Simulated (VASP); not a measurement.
Set up this calculation in VASP 6.6.1, as the native input.

* Task: single point
* Functional: PBE
* Potentials or basis: VASP PAW PBE potentials, release 64 (Ni)
* Cutoff: 600 eV
* k mesh: 20 × 20 × 20
* Occupations: gaussian, width 0.1 eV
* Spin: collinear spin, ferromagnetic start
* Starting moments: [0.81] μB
* Dipole correction: no
* Further INCAR settings: ALGO = Normal; EDIFF = 1e-06; NBANDS = 15

The structure of Ni lies in POSCAR:

```
Ni
1.0
    0.0000000000      1.7592219664      1.7592219664
    1.7592219664      0.0000000000      1.7592219664
    1.7592219664      1.7592219664      0.0000000000
Ni
1
Direct
    0.0000000000      0.0000000000      0.0000000000
```

One way to write it, as run:

INCAR

```
ALGO     = Normal         # electronic algorithm
EDIFF    = 1E-6           # SCF threshold, eV
ENCUT    = 600            # plane-wave cutoff, eV
GGA      = PE             # functional
GGA_COMPAT= False        
ISIF     = 2              # what is computed and relaxed
ISMEAR   = 0              # smearing method
ISPIN    = 2              # spin polarisation
LASPH    = True           # aspherical terms in the spheres
LCHARG   = False          # write CHGCAR
LMAXMIX  = 4              # l up to which the mixer works
LORBIT   = 11             # projections on sites
LREAL    = False          # projectors in reciprocal space
LWAVE    = False          # write WAVECAR
MAGMOM   = 0.81           # initial moments
NBANDS   = 15             # bands
NELM     = 200            # most SCF steps
PREC     = Accurate       # precision mode
SIGMA    = 0.1            # smearing width, eV
```

KPOINTS

```
k-points
0
Gamma
  20 20 20
```

Potentials or basis: VASP PAW PBE potentials, release 64 (Ni).

Run with:

```console
$ cat potpaw_PBE.64/Ni/POTCAR > POTCAR
$ mpirun -np 1 vasp_std > vasp.out
```

Results of the run:

```
Pressure                                              : -0.1 GPa
Net moment                                            : 0.63 μB per cell
Site moments                                          : Ni +0.64 μB
Valence electrons inside the program's atomic spheres : Ni 9.31
```

It took 80 s on 1 thread of AMD EPYC 7R43 64-Core Processor (Zen 3), with other jobs on the host, peak memory 0.15 GiB.
